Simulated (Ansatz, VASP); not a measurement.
Al12HO in VASP and in Ansatz

File INCAR:

```
SYSTEM = Al12HO
PREC     = Accurate       ! precision mode
ENCUT    = 520            ! plane-wave cutoff, eV
EDIFF    = 1E-6           ! SCF threshold, eV
ISMEAR   = 0              ! smearing method
SIGMA    = 0.1            ! smearing width, eV
LREAL    = .FALSE.        ! projectors in reciprocal space
LASPH    = .TRUE.         ! aspherical terms in the spheres
NELM     = 150            ! most SCF steps
ALGO     = Normal         ! electronic algorithm
ISIF     = 2              ! what is computed and relaxed
LWAVE    = .FALSE.        ! write WAVECAR
LCHARG   = .FALSE.        ! write CHGCAR
ISPIN    = 2              ! spin polarisation
MAGMOM   = 0 0 0 0 0 0 0 0 0 0 0 0 1 0 ! initial moments
LORBIT   = 11             ! projections on sites
LDIPOL   = .TRUE.       
IDIPOL   = 3            
DIPOL    = 0.5 0.5 0.293
GGA      = PE             ! functional
NBANDS   = 38             ! bands
```

Contents of KPOINTS:

```
regular mesh
0
G
  5 5 1
  0 0 0
```

Contents of POSCAR:

```
Al12HO
1.0
    5.7143028096      0.0000000000      0.0000000000
    0.0000000000      5.7143028096      0.0000000000
    0.0000000000      0.0000000000     22.1750227687
Al O H
12 1 1
Direct
    0.2500000000      0.2500000000      0.1803831293
    0.2500000000      0.7500000000      0.1803831293
    0.7500000000      0.2500000000      0.1803831293
    0.7500000000      0.7500000000      0.1803831293
    0.0000000000      0.0000000000      0.2744094920
    0.0000000000      0.5000000000      0.2744094920
    0.5000000000      0.0000000000      0.2744094920
    0.5000000000      0.5000000000      0.2744094920
    0.2500000000      0.2500000000      0.3686590473
    0.2500000000      0.7500000000      0.3686590473
    0.7500000000      0.2500000000      0.3686590473
    0.7500000000      0.7500000000      0.3686590473
    0.5000000000      0.5000000000      0.3934617276
    0.6071648556      0.6071648556      0.4160096188
```

Input for Ansatz:

```yaml
crystal:
  lattice:
    - [5.7143028096, 0.0, 0.0]
    - [0.0, 5.7143028096, 0.0]
    - [0.0, 0.0, 22.1750227687]
  atoms:
    - { symbol: Al, position: [0.25, 0.25, 0.1803831293] }
    - { symbol: Al, position: [0.25, 0.75, 0.1803831293] }
    - { symbol: Al, position: [0.75, 0.25, 0.1803831293] }
    - { symbol: Al, position: [0.75, 0.75, 0.1803831293] }
    - { symbol: Al, position: [0.0, 0.0, 0.274409492] }
    - { symbol: Al, position: [0.0, 0.5, 0.274409492] }
    - { symbol: Al, position: [0.5, 0.0, 0.274409492] }
    - { symbol: Al, position: [0.5, 0.5, 0.274409492] }
    - { symbol: Al, position: [0.25, 0.25, 0.3686590473] }
    - { symbol: Al, position: [0.25, 0.75, 0.3686590473] }
    - { symbol: Al, position: [0.75, 0.25, 0.3686590473] }
    - { symbol: Al, position: [0.75, 0.75, 0.3686590473] }
    - { symbol: O, position: [0.5, 0.5, 0.3934617276], spin: 1.0 }
    - { symbol: H, position: [0.6071648556, 0.6071648556, 0.4160096188] }
basis:
  ecutwfc: 420
kpoints:
  mp_grid: { grid: [5, 5, 1] }
hamiltonian:
  xc: pbe
scf:
  occupations: { method: gaussian, width: 0.1 }
output:
  forces: true
  eigenvalues: true
  populations: true
magnetization:
  spin_polarized: true
efield:
  axis: 3
  dipole_correction: true
  ramp_width: 0.04
```

Alike in both runs: task single point; functional PBE; k mesh 5 × 5 × 1; occupations gaussian, width 0.1 eV; collinear spin.

```csv
,VASP,Ansatz
version,VASP 6.6.1,Ansatz 0.2.0
potentials or method,"VASP PAW PBE potentials, release 64 (Al, O, H), cutoff 520 eV","scalar-relativistic, plane waves, PAW"
valence electrons in the cell,43,43
```

|  | VASP | Ansatz | Ansatz less VASP |
| --- | --- | --- | --- |
| gap on the k mesh at the Fermi level (eV) | none | none | - |
| rms of the force components (eV/Å) | 1.105 | 1.098 | -0.0071 |
| net moment per atom (μB) | 0.00 | 0.00 | 0.000 |

Atom by atom the forces differ by 0.033 eV/Å (rms over components). A gap of «none» marks a metal or a gap that the smearing closes. Ansatz's warnings: seeded moment not kept.
